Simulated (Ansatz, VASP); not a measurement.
## Rh in VASP and in Ansatz

INCAR

```
SYSTEM = Rh
PREC = Accurate
ENCUT = 520
EDIFF = 1E-6
ISMEAR = 0
SIGMA = 0.15
LREAL = .False.
LASPH = .True.
NELM = 60
ALGO = Fast
ISIF = 2
LWAVE = .False.
LCHARG = .False.
NBANDS = 38
```

The input KPOINTS:

```
regular mesh
0
Gamma
  18 18 6
  0 0 0
```

POSCAR

```
Rh
1.0
    2.6571249719      0.0000000000      0.0000000000
   -1.3285624860      2.4700496815      0.0000000000
    0.0000000000      0.0000000000      8.0315990299
Rh
4
Direct
    0.0000000000      0.0000000000      0.0000000000
    0.3333333333      0.6666666667      0.2500000000
    0.0000000000      0.0000000000      0.5000000000
    0.6666666667      0.3333333333      0.7500000000
```

Input for Ansatz:

```yaml
crystal:
  lattice:
    - [2.6571249719, 0.0, 0.0]
    - [-1.328562486, 2.4700496815, 0.0]
    - [0.0, 0.0, 8.0315990299]
  atoms:
    - { symbol: Rh, position: [0.0, 0.0, 0.0] }
    - { symbol: Rh, position: [0.3333333333, 0.6666666667, 0.25] }
    - { symbol: Rh, position: [0.0, 0.0, 0.5] }
    - { symbol: Rh, position: [0.6666666667, 0.3333333333, 0.75] }
basis:
  ecutwfc: 420
kpoints:
  mp_grid: { grid: [18, 18, 6] }
hamiltonian:
  xc: lda
  pseudopotentials: { kind: paw, azcp: { folder: soft_1 } }
scf:
  occupations: { method: gaussian, width: 0.15 }
output:
  forces: true
  stress: true
  eigenvalues: true
  write_density: true
  write_potential: true
  elf: true
  volumetric_format: npy
```

Change from the starting cell: strain +e along x and -e along y -0.0367, strain +e along z and -e/2 along x and y -0.0733.

Alike in both runs: task single point; functional LDA; k mesh 18 × 18 × 6; occupations gaussian, width 0.15 eV; no spin polarisation.

```csv
,VASP,Ansatz
version,VASP 6.6.1,Ansatz 0.2.0
potentials or method,"VASP PAW LDA potentials, release 64 (Rh_pv), cutoff 520 eV","scalar-relativistic, plane waves, PAW"
valence electrons in the cell,60,68
```

```csv
,VASP,Ansatz,Ansatz less VASP
gap on the k mesh at the Fermi level (eV),none,none,-
pressure (GPa),8.5,7.6,-0.91
"traceless stress, the component that is largest in VASP (GPa)",24.23,24.12,-0.111
rms of the force components (eV/Å),0.120,0.118,-0.0025
```

Ansatz warns that its potentials were made for another functional, while VASP's fit it. LDA's correlation is that of Perdew and Zunger in VASP and of Perdew and Wang (1992) in Ansatz. Atom by atom the forces differ by 0.002 eV/Å (rms over components). A gap of «none» marks a metal or a gap that the smearing closes. VASP's potentials hold 60 valence electrons a cell and Ansatz's 68, so a difference there can come from the potentials and not from the codes.
